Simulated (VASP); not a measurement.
A run of VASP 6.6.1:

Contents of INCAR:

```
SYSTEM = ZnSe
  ALGO = Normal
  EDIFF = 1E-6
  ENCUT = 500
  GGA = PE
  GGA_COMPAT = .FALSE.
  ISIF = 2
  ISMEAR = 0
  LASPH = .TRUE.
  LCHARG = .FALSE.
  LREAL = .FALSE.
  LWAVE = .FALSE.
  NBANDS = 16
  NELM = 120
  PREC = Accurate
  SIGMA = 0.02
```

KPOINTS

```
k-points
0
G
  8 8 8
  0 0 0
```

POSCAR

```
ZnSe
1.0
    0.0000000000      2.8664717070      2.8664717070
    2.8664717070      0.0000000000      2.8664717070
    2.8664717070      2.8664717070      0.0000000000
Zn Se
1 1
Direct
    0.0000000000      0.0000000000      0.0000000000
    0.2500000000      0.2500000000      0.2500000000
```

Potentials or basis: VASP PAW PBE potentials, release 64 (Zn, Se).

Command:

```console
$ cat potpaw_PBE.64/Zn/POTCAR potpaw_PBE.64/Se/POTCAR > POTCAR
$ mpirun -np 1 vasp_std > vasp.out
```

Hardware: 1 thread of AMD EPYC 9R45 (Zen 5) (shared host).

Task: How long does it take, and how much memory?

Result: Wall time 23 s on 1 thread of AMD EPYC 9R45 (Zen 5), with other jobs on the host, peak memory 0.14 GiB. Counts: scf iterations 13, k points 29.
